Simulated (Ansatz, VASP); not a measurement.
Mo in VASP and in Ansatz

The input INCAR:

```
SYSTEM = Mo
  PREC = Accurate
  ENCUT = 600
  EDIFF = 1E-6
  ISMEAR = 0
  SIGMA = 0.1
  LREAL = .FALSE.
  LASPH = .TRUE.
  NELM = 100
  ALGO = Fast
  ISIF = 3
  LWAVE = .FALSE.
  LCHARG = .FALSE.
  GGA = PS
  IBRION = 2
  NSW = 100
  EDIFFG = -0.002
```

File KPOINTS:

```
regular mesh
0
G
  18 18 18
  0 0 0
```

Contents of POSCAR:

```
Mo
1.0
   -1.5659380051      1.5659380051      1.5659380051
    1.5659380051     -1.5659380051      1.5659380051
    1.5659380051      1.5659380051     -1.5659380051
Mo
1
Direct
    0.0000000000      0.0000000000      0.0000000000
```

Input for Ansatz:

```yaml
crystal:
  lattice:
    - [-1.5659380051, 1.5659380051, 1.5659380051]
    - [1.5659380051, -1.5659380051, 1.5659380051]
    - [1.5659380051, 1.5659380051, -1.5659380051]
  atoms:
    - { symbol: Mo, position: [0.0, 0.0, 0.0] }
basis:
  ecutwfc: 420
kpoints:
  mp_grid: { grid: [18, 18, 18] }
hamiltonian:
  xc: pbesol
  pseudopotentials: { kind: paw, azcp: { folder: soft_1 } }
scf:
  occupations: { method: gaussian, width: 0.1 }
output:
  forces: true
  stress: true
  eigenvalues: true
relax:
  adjacent_minimum: "off"
  f_tol: 0.002
  max_steps: 80
  cell: { stress_tol: 0.02 }
```

Alike in both runs: task relaxation of cell and atoms; functional PBEsol; k mesh 18 × 18 × 18; occupations gaussian, width 0.1 eV; no spin polarisation.

|  | VASP | Ansatz |
| --- | --- | --- |
| version | VASP 6.6.1 | Ansatz 0.2.0 |
| potentials or method | VASP PAW PBE potentials, release 64 (Mo_sv), cutoff 600 eV | scalar-relativistic, plane waves, PAW |
| valence electrons in the cell | 14 | 14 |

|  | VASP | Ansatz | Ansatz less VASP |
| --- | --- | --- | --- |
| gap on the k mesh at the Fermi level, each at its own relaxed structure (eV) | none | none | - |
| relaxed volume (Å³/atom) | 15.35 | 15.32 | -0.022 |
| relaxed cell length with the largest relative difference (Å) | 2.712 | 2.710 | -0.0013 |

VASP's potentials were made for PBE, not for PBEsol, and Ansatz warns of the same on its side. A gap of «none» marks a metal or a gap that the smearing closes.
